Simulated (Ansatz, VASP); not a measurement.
**BeS in VASP and in Ansatz**

```
Be S
1.0
     0.00000    2.36698    2.36698
     2.36698    0.00000    2.36698
     2.36698    2.36698    0.00000
Be S
1 1
Direct
  0.00000 0.00000 0.00000
  0.75000 0.75000 0.75000
```

Alike in both runs: task single point; functional BLYP; dispersion D3(BJ); k mesh 8 × 8 × 8; occupations gaussian, width 0.05 eV; no spin polarisation.

|  | VASP | Ansatz |
| --- | --- | --- |
| version | VASP 6.6.1 | Ansatz 0.2.0 |
| potentials or method | VASP PAW PBE potentials, release 64 (Be, S), cutoff 600 eV | scalar-relativistic, plane waves, PAW |
| valence electrons in the cell | 8 | 8 |

```csv
,VASP,Ansatz,Ansatz less VASP
gap on the k mesh at the Fermi level (eV),3.25,3.22,-0.027
least direct gap on the mesh (eV),5.76,5.71,-0.049
pressure (GPa),4.2,4.5,+0.27
```

VASP's potentials were made for PBE, not for BLYP.
